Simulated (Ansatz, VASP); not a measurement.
**Bi2H3: VASP beside Ansatz**

```xyz
5
Lattice="2.4375 -2.9293 0.0000 2.4375 2.9293 0.0000 0.0000 0.0000 6.5419" Properties=species:S:1:pos:R:3 pbc="T T T"
Bi    2.4375    0.0000    0.0000
Bi    2.4375    0.0000    3.2710
H     4.4623    0.0000    0.0000
H     0.4127    0.0000    0.0000
H     0.0000    0.0000    3.2710
```

Alike in both runs: functional PBE; k mesh 6 × 6 × 4; occupations gaussian, width 0.1 eV; no spin polarisation.

Ansatz relaxed the structure, and its values are those at the end. VASP's run is a single point on that final structure, the one shown.

```csv
,VASP,Ansatz
version,VASP 6.6.1,Ansatz 0.2.0
potentials or method,"VASP PAW PBE potentials, release 64 (Bi_d, H), cutoff 520 eV","scalar-relativistic, plane waves, PAW"
valence electrons in the cell,33,33
```

```csv
,VASP,Ansatz,Ansatz less VASP
gap on the k mesh at the Fermi level (eV),none,none,-
pressure (GPa),-0.2,0.0,+0.13
rms of the force components (eV/Å),0.005,0.005,+0.0002
```

A gap of «none» marks a metal or a gap that the smearing closes. With one functional, cell and mesh, what is left measures potentials, basis and numerics.

Neither program's run includes spin-orbit coupling.
